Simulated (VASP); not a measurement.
WC, 2 atoms in the cell. The structure is orthorhombic, space group Cmmm (No. 65). Conventional cell: a = 3.281 Å, b = 4.236 Å, c = 4.309 Å, α = 90.00°, β = 90.00°, γ = 90.00°. W (site symmetry mmm) has 6 W at 2.68 to 3.28 Å and 8 C at 2.71 to 3.02 Å within 3.5 Å. C (site symmetry mmm) has 6 C at 2.68 to 3.28 Å and 8 W at 2.71 to 3.02 Å within 3.5 Å. 

* Program: VASP 6.6.1
* Task: single point
* Functional: PBE
* Potentials or basis: VASP PAW PBE potentials, release 64 (W_sv, C)
* Cutoff: 520 eV
* k mesh: 10 × 10 × 6
* Occupations: gaussian, width 0.018 eV
* Spin: no spin polarisation
* Dipole correction: no
* Further INCAR settings: ALGO = Normal; EDIFF = 1e-07; NBANDS = 16

Potentials or basis: VASP PAW PBE potentials, release 64 (W_sv, C).

Command:

```sh
$ cat potpaw_PBE.64/W_sv/POTCAR potpaw_PBE.64/C/POTCAR > POTCAR
$ mpirun -np 1 vasp_std > vasp.out
```

Hardware: 1 thread of AMD EPYC 7R13, on a shared host.

**Question.** How long does it take, and how much memory?

**Answer.** Wall time 52 s on 1 thread of AMD EPYC 7R13, with other jobs on the host, peak memory 0.18 GiB. Counts: scf iterations 15, k points 124.
